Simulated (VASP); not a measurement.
# CoO (I4/mmm) in VASP: single point with PBE+U

Aim: the single point of CoO with PBE+U.

All numbers are computed with VASP 6.6.1; they aren't measurements. Logs are shortened: lines on timing, memory, paths and dates and some standing lists are left out, and cuts for length are marked.

## Step 1: The cell of the first run

The structure is tetragonal, space group I4/mmm (No. 139). Conventional cell: a = 3.016 Å, b = 3.016 Å, c = 4.214 Å, α = 90.00°, β = 90.00°, γ = 90.00°. Co (site symmetry 4/mmm) has 6 O at 2.11 to 2.13 Å within 2.8 Å. Within 2.8 Å of O (site symmetry 4/mmm) lie 6 Co at 2.11 to 2.13 Å.

## Step 2: Single point, PBE+U, collinear spin, ferromagnetic start

INCAR reads:

```
SYSTEM = CoO
PREC = Accurate
ENCUT = 700
EDIFF = 1E-6
ISMEAR = 0
SIGMA = 0.02
LREAL = .False.
LASPH = .True.
NELM = 200
ALGO = Normal
ISIF = 2
LWAVE = .False.
LCHARG = .False.
ISPIN = 2
MAGMOM = 3 0
LORBIT = 11
LMAXMIX = 4
LDAU = .True.
LDAUTYPE = 2
LDAUL = 2 -1
LDAUU = 3.32 0
LDAUJ = 0 0
LDAUPRINT = 1
GGA = PE
NBANDS = 22
GGA_COMPAT = .False.
```

KPOINTS reads:

```
Automatic mesh
0
Gamma
  12 12 12
  0 0 0
```

POSCAR reads:

```
CoO
1.0
   -1.5080001529      1.5080001529      2.1072499549
    1.5080001529     -1.5080001529      2.1072499549
    1.5080001529      1.5080001529     -2.1072499549
Co O
1 1
Direct
    0.0000000000      0.0000000000      0.0000000000
    0.5000000000      0.5000000000      0.0000000000
```

Potentials or basis: VASP PAW PBE potentials, release 64 (Co_sv, O).

Command:

```console
> cat potpaw_PBE.64/Co_sv/POTCAR potpaw_PBE.64/O/POTCAR > POTCAR
> mpirun -np 1 vasp_std > vasp.out
```

OUTCAR:

```text
SYSTEM = CoO
   PREC = Accurate
   ENCUT = 700
   EDIFF = 1E-6
   ISMEAR = 0
   LREAL = .False.
   LASPH = .True.
   NELM = 200
   ISIF = 2
   ISPIN = 2
   LORBIT = 11
   GGA = PE

 ion  position               nearest neighbor table
   1  0.000  0.000  0.000-   2 2.11   2 2.11   2 2.13   2 2.13   2 2.13   2 2.13
   2  0.500  0.500  0.000-   1 2.11   1 2.11   1 2.13   1 2.13   1 2.13   1 2.13

  LATTYP: Found a body centered tetragonal cell.
 ALAT       =     3.0160003058
 C/A-ratio  =     1.3973804650

  Lattice vectors:

 A1 = (  -1.5080001529,   1.5080001529,   2.1072499549)
 A2 = (   1.5080001529,  -1.5080001529,   2.1072499549)
 A3 = (   1.5080001529,   1.5080001529,  -2.1072499549)

Analysis of symmetry for initial positions (statically):
=====================================================================
 Subroutine PRICEL returns:
 Original cell was already a primitive cell.

 Routine SETGRP: Setting up the symmetry group for a
 body centered tetragonal supercell.

 Subroutine GETGRP returns: Found 16 space group operations
 (whereof 16 operations were pure point group operations)
 out of a pool of 16 trial point group operations.

The static configuration has the point symmetry D_4h.

Analysis of symmetry for dynamics (positions and initial velocities):
=====================================================================
 Subroutine PRICEL returns:
 Original cell was already a primitive cell.

 Routine SETGRP: Setting up the symmetry group for a
 body centered tetragonal supercell.

 Subroutine GETGRP returns: Found 16 space group operations
 (whereof 16 operations were pure point group operations)
 out of a pool of 16 trial point group operations.

The dynamic configuration has the point symmetry D_4h.

Analysis of structural, dynamic, and magnetic symmetry:
=====================================================================
 Subroutine PRICEL returns:
 Original cell was already a primitive cell.

 Routine SETGRP: Setting up the symmetry group for a
 body centered tetragonal supercell.

 Subroutine GETGRP returns: Found 16 space group operations
 (whereof 16 operations were pure point group operations)
 out of a pool of 16 trial point group operations.

The overall configuration has the point symmetry D_4h.

 Subroutine INISYM returns: Found 16 space group operations
 (whereof 16 operations are pure point group operations),
 and found     1 'primitive' translations

----------------------------------------------------------------------------------------

                                     Primitive cell

  volume of cell :      19.1681

  direct lattice vectors                    reciprocal lattice vectors
    -1.508000153  1.508000153  2.107249955     0.000000000  0.331564953  0.237276076
     1.508000153 -1.508000153  2.107249955     0.331564953  0.000000000  0.237276076
     1.508000153  1.508000153 -2.107249955     0.331564953  0.331564953  0.000000000

  length of vectors
     2.998104617  2.998104617  2.998104617     0.407719578  0.407719578  0.468903654

  position of ions in fractional coordinates (direct lattice)
     0.000000000  0.000000000  0.000000000
     0.500000000  0.500000000  0.000000000

  ion indices of the primitive-cell ions
   primitive index   ion index
                 1           1
                 2           2

----------------------------------------------------------------------------------------

 KPOINTS: Automatic mesh

Automatic generation of k-mesh.
 Grid dimensions read from file:
 generate k-points for:   12   12   12

 Generating k-lattice:

  Cartesian coordinates                     Fractional coordinates (reciprocal lattice)
     0.000000000  0.027630413  0.019773006     0.083333333 -0.000000000  0.000000000
     0.027630413  0.000000000  0.019773006    -0.000000000  0.083333333  0.000000000
     0.027630413  0.027630413  0.000000000     0.000000000  0.000000000  0.083333333

  Length of vectors
     0.033976631  0.033976631  0.039075304

  Shift w.r.t. Gamma in fractional coordinates (k-lattice)
     0.000000000  0.000000000  0.000000000

 Subroutine IBZKPT returns following result:
 ===========================================

 Found    163 irreducible k-points:

 Following reciprocal coordinates:
            Coordinates               Weight
  0.000000  0.000000  0.000000      1.000000
  0.083333  0.000000 -0.000000      8.000000
  0.166667  0.000000  0.000000      8.000000
  0.250000 -0.000000  0.000000      8.000000
  0.333333 -0.000000  0.000000      8.000000
  0.416667 -0.000000  0.000000      8.000000
[... 16 lines left out ...]
  0.500000  0.166667  0.000000     16.000000
 -0.416667  0.166667 -0.000000     16.000000
 [... further k-points ...]
   k-points           NKPTS =    163   k-points in BZ     NKDIM =    163   number of bands    NBANDS=     22
   number of dos      NEDOS =    301   number of ions     NIONS =      2
   total plane-waves  NPLWV =  21952
   dimension x,y,z NGX =    28 NGY =   28 NGZ =   28
   dimension x,y,z NGXF=    56 NGYF=   56 NGZF=   56
   ions per type =               1   1
   NGX,Y,Z   is equivalent  to a cutoff of  15.53, 15.53, 15.53 a.u.
   NGXF,Y,Z  is equivalent  to a cutoff of  31.05, 31.05, 31.05 a.u.
 SYSTEM =  CoO
   PREC   = accura    normal or accurate (medium, high low for compatibility)
   ISTART =      0    job   : 0-new  1-cont  2-samecut
   ICHARG =      2    charge: 1-file 2-atom 10-const
   ISPIN  =      2    spin polarized calculation?
   LNONCOLLINEAR =      F non collinear calculations
   LSORBIT =      F    spin-orbit coupling
   LASPH  =      T    aspherical Exc in radial PAW
   ENCUT  =  700.0 eV  51.45 Ry    7.17 a.u.   6.47  6.47  6.47*2*pi/ulx,y,z
   NELM   =    200;   NELMIN=  2; NELMDL= -5     # of ELM steps
   EDIFF  = 0.1E-05   stopping-criterion for ELM
   LREAL  =      F    real-space projection
   EDIFFG = 0.1E-04   stopping-criterion for IOM
   NSW    =      0    number of steps for IOM
   IBRION =     -1    ionic relax: 0-MD 1-quasi-New 2-CG
   NFREE  =      0    steps in history (QN), initial steepest desc. (CG)
   ISIF   =      2    stress and relaxation
   ISYM   =      2    0-nonsym 1-usesym 2-fastsym
   POTIM  = 0.5000    time-step for ionic-motion
   TEBEG  =    0.0;   TEEND  =   0.0 temperature during run
   PSTRESS=    0.0 pullay stress
   NELECT =      23.0000    total number of electrons
   NUPDOWN=      -1.0000    fix difference up-down
   EMIN   =  10.00;   EMAX   =-10.00  energy-range for DOS
   EFERMI =   0.00;   METHOD = LEGACY
   ISMEAR =     0;   SIGMA  =   0.02  broadening in eV -4-tet -1-fermi 0-gaus
   EFERMI_NEDOS =   21; number of points for ismear=-14 and -15
   IALGO  =     38    algorithm
   IMIX   =      4    mixing-type and parameters
     AMIX     =   0.40;   BMIX     =  1.00
     AMIX_MAG =   1.60;   BMIX_MAG =  1.00
  volume/ion in A,a.u.               =       9.58        64.68
  Fermi-wavevector in a.u.,A,eV,Ry     =   1.739634  3.287431 41.175662  3.026326
  Thomas-Fermi vector in A             =   2.812437
   LORBIT       =     11    0 simple, 1 ext, 2 COOP (PROOUT), +10 PAW based schemes
 LDA+U is selected, type is set to LDAUTYPE =  2
   angular momentum for each species LDAUL =     2   -1
   U (eV)           for each species LDAUU =   3.3  0.0
   J (eV)           for each species LDAUJ =   0.0  0.0
   GGA     = PE    functional components
   LHFCALC =     F    Hartree Fock is set to
   AEXX    =    0.0000 exact exchange contribution
   IVDW    =     0    specifies the selected vdW correction
   LEPSILON=     F    determine dielectric tensor
   LRPA    =     F    only Hartree local field effects (RPA)
 spin polarized calculation
 Gauss-broadening in eV      SIGMA  =   0.02
  energy-cutoff  :      700.00
  volume of cell :       19.17
 maximum number of plane-waves:       845
 NGX is ok and might be reduce to    28
   NGX = 13   NGY = 13   NGZ = 13

atom =   1  type =  1  l = 2

 onsite density matrix

spin component  1

  0.9546 -0.0000  0.0000 -0.0000  0.0000
 -0.0000  0.9264  0.0000  0.0000 -0.0000
  0.0000  0.0000  0.9571 -0.0000  0.0000
 -0.0000  0.0000 -0.0000  0.9264  0.0000
  0.0000 -0.0000  0.0000  0.0000  0.9212

spin component  2

  0.0901  0.0000  0.0000 -0.0000  0.0000
  0.0000  0.4503  0.0000  0.0000 -0.0000
  0.0000  0.0000  0.1107  0.0000  0.0000
 -0.0000  0.0000  0.0000  0.4503  0.0000
  0.0000 -0.0000  0.0000  0.0000  0.9075

 occupancies and eigenvectors

  o =  0.0901  v =  0.0000  0.0000  0.0000  0.0000  0.0000  1.0000  0.0000  0.0000  0.0000  0.0000      0.0000  0.0000  0.0000  0.0000  0.0000  0.0000  0.0000  0.0000  0.0000  0.0000
  o =  0.1107  v =  0.0000  0.0000  0.0000  0.0000  0.0000  0.0000  0.0000 -1.0000 -0.0000 -0.0000      0.0000  0.0000  0.0000  0.0000  0.0000  0.0000  0.0000  0.0000  0.0000  0.0000
  o =  0.4503  v =  0.0000  0.0000  0.0000  0.0000  0.0000  0.0000 -0.9955 -0.0000  0.0945 -0.0000      0.0000  0.0000  0.0000  0.0000  0.0000  0.0000  0.0000  0.0000  0.0000  0.0000
  o =  0.4503  v =  0.0000  0.0000  0.0000  0.0000  0.0000  0.0000  0.0945 -0.0000  0.9955 -0.0000      0.0000  0.0000  0.0000  0.0000  0.0000  0.0000  0.0000  0.0000  0.0000  0.0000
  o =  0.9075  v =  0.0000  0.0000  0.0000  0.0000  0.0000  0.0000 -0.0000 -0.0000  0.0000  1.0000      0.0000  0.0000  0.0000  0.0000  0.0000  0.0000  0.0000  0.0000  0.0000  0.0000
  o =  0.9212  v =  0.0000  0.0000  0.0000 -0.0000  1.0000  0.0000  0.0000  0.0000  0.0000  0.0000      0.0000  0.0000  0.0000  0.0000  0.0000  0.0000  0.0000  0.0000  0.0000  0.0000
  o =  0.9264  v =  0.0000  0.9780 -0.0000 -0.2085 -0.0000  0.0000  0.0000  0.0000  0.0000  0.0000      0.0000  0.0000  0.0000  0.0000  0.0000  0.0000  0.0000  0.0000  0.0000  0.0000
  o =  0.9264  v =  0.0000 -0.2085 -0.0000 -0.9780 -0.0000  0.0000  0.0000  0.0000  0.0000  0.0000      0.0000  0.0000  0.0000  0.0000  0.0000  0.0000  0.0000  0.0000  0.0000  0.0000
  o =  0.9546  v =  1.0000  0.0000  0.0000  0.0000  0.0000  0.0000  0.0000  0.0000  0.0000  0.0000      0.0000  0.0000  0.0000  0.0000  0.0000  0.0000  0.0000  0.0000  0.0000  0.0000
  o =  0.9571  v =  0.0000  0.0000  1.0000 -0.0000 -0.0000  0.0000  0.0000  0.0000  0.0000  0.0000      0.0000  0.0000  0.0000  0.0000  0.0000  0.0000  0.0000  0.0000  0.0000  0.0000

 number of electron      23.0000007 magnetization       3.0001386

 Free energy of the ion-electron system (eV)
  ---------------------------------------------------
  ext. energy  EPLUGINS =         0.00000000
  ---------------------------------------------------
  free energy    TOTEN  =       -11.23807835 eV

  energy without entropy =      -11.23774329  energy(sigma->0) =      -11.23791082

 E-fermi :   9.0864     XC(G=0): -12.7155

 val. band max:        9.0787576607   @ k =  -0.1667   0.3333   0.0833
 cond. band min:       9.0925007016   @ k =   0.3333   0.1667   0.0833
 fundamental gap:      0.0137430409
 Fermi energy:         9.0863815338

 spin component 1

 k-point     1 :       0.0000    0.0000    0.0000
  band No.  band energies     occupation
      1     -88.1000      1.00000
      2     -51.9485      1.00000
      3     -51.0369      1.00000
      4     -51.0369      1.00000
      5     -11.0429      1.00000
      6       3.9233      1.00000
[... 574 lines left out ...]
      6       1.5237      1.00000
[... 14 lines left out ...]
     21      36.2744      0.00000
     22      37.8451      0.00000

 [... further k-points ...]

 spin component 2

 k-point     1 :       0.0000    0.0000    0.0000
  band No.  band energies     occupation
      1     -84.8272      1.00000
      2     -48.3932      1.00000
      3     -48.0210      1.00000
      4     -48.0203      1.00000
      5     -10.6335      1.00000
      6       6.4934      1.00000
[... 574 lines left out ...]
      6       2.3477      1.00000
[... 14 lines left out ...]
     21      36.7486      0.00000
     22      38.3104      0.00000

 [... further k-points ...]

------------------------ aborting loop because EDIFF is reached ----------------------------------------

  FORCE on cell =-STRESS in cart. coord.  units (eV):
  Direction    XX          YY          ZZ          XY          YZ          ZX
  --------------------------------------------------------------------------------------
  -------------------------------------------------------------------------------------
  Total        0.5095061      0.5095061     -0.3889472      0.0000000     -0.0000000      0.0000000
  in kB       42.5874008     42.5874008    -32.5104090      0.0000000     -0.0000000      0.0000000
  external PRESSURE =      17.5547975 kB  Pullay stress =       0.0000000 kB

 VOLUME and BASIS-vectors are now :
 -----------------------------------------------------------------------------
  energy-cutoff  :      700.00
  volume of cell :       19.17
      direct lattice vectors                 reciprocal lattice vectors
    -1.508000153  1.508000153  2.107249955     0.000000000  0.331564953  0.237276076
     1.508000153 -1.508000153  2.107249955     0.331564953  0.000000000  0.237276076
     1.508000153  1.508000153 -2.107249955     0.331564953  0.331564953  0.000000000

 POSITION                                       TOTAL-FORCE (eV/Angst)
 -----------------------------------------------------------------------------------
      0.00000      0.00000      0.00000         0.000000      0.000000     -0.000000
      0.00000      0.00000      2.10725         0.000000      0.000000      0.000000
 -----------------------------------------------------------------------------------
    total drift:                                0.000000     -0.000000     -0.000000

  FREE ENERGIE OF THE ION-ELECTRON SYSTEM (eV)
  ---------------------------------------------------
  free  energy   TOTEN  =       -11.2380783463 eV

  energy  without entropy=      -11.2377432945  energy(sigma->0) =      -11.23791082

 total charge

# of ion       s       p       d       tot
------------------------------------------
    1        2.147   6.067   6.669  14.883
    2        1.547   3.467   0.000   5.014
--------------------------------------------------
tot          3.694   9.534   6.669  19.897

 magnetization (x)

# of ion       s       p       d       tot
------------------------------------------
    1        0.013   0.011   2.672   2.696
    2        0.026   0.217   0.000   0.242
--------------------------------------------------
tot          0.039   0.228   2.672   2.939
```

Run time: 3.9 min. Hardware: 1 thread of Intel Xeon Platinum 8259CL at 2.50GHz (Skylake/Cascade Lake), shared host; peak memory 0.29 GiB.

What came out:

```
Free energy                                           : -11.2381 eV
Pressure                                              : 1.8 GPa
Band gap on the k mesh                                : zero (filled and empty bands overlap)
Net moment                                            : 3.00 μB per cell
Site moments                                          : Co +2.70; O +0.24 μB
Valence electrons inside the program's atomic spheres : Co 14.88; O 5.01
```

Eigenvalues of the final occupation matrices:
```tsv
site	spin	trace	eigenvalues
site 1 d	1	4.69	0.92 0.93 0.93 0.95 0.96
site 1 d	2	2.01	0.09 0.11 0.45 0.45 0.91
```

Caveat: the stress differs along the axes, from -3 to 4 GPa; a cell with one magnetic atom can't hold antiferromagnetic order, which such compounds often take.
